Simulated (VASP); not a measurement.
Runs of VASP 6.6.1 on Y. The structure is that of space group Pm-3m (No. 221), or close to it. The cells are those of the table. 

```csv
task,cell,cutoff (eV),gap on the mesh (eV),pressure (GPa)
single point,"a = 2.598 Å, 1 atom",520,none,(a)
single point,"a = 3.260 Å, 1 atom",520,none,0.0
single point,"a = 2.695 Å, 1 atom",520,none,40.4
single point,"a = 2.855 Å, 1 atom",520,none,20.2
relaxation of cell and atoms,"relaxed to 40 GPa from a = 3.310 Å, 1 atom",600,none,40.0
relaxation of cell and atoms,"relaxed to 20 GPa from a = 3.310 Å, 1 atom",600,none,20.0
relaxation of cell and atoms,"relaxed from a = 3.310 Å, 1 atom",600,none,0.0
```

Alike in all rows: level r2SCAN; potentials or basis VASP PAW PBE potentials, release 64 (Y_sv); no spin polarisation; k mesh 12 × 12 × 12; smearing fermi-dirac 0.1 eV.

Task: Fill in the values left out.

Result: (a) 60.6.

Caveats: the PAW data sets were made with another functional, which shifts forces and pressure a little; the cell is relaxed towards a set pressure, so the enthalpy falls and the energy may rise (some runs).

A k mesh can miss the band edges, and the runs leave out spin-orbit coupling on Y.

A gap of «none» marks levels without a gap at the run's occupations.
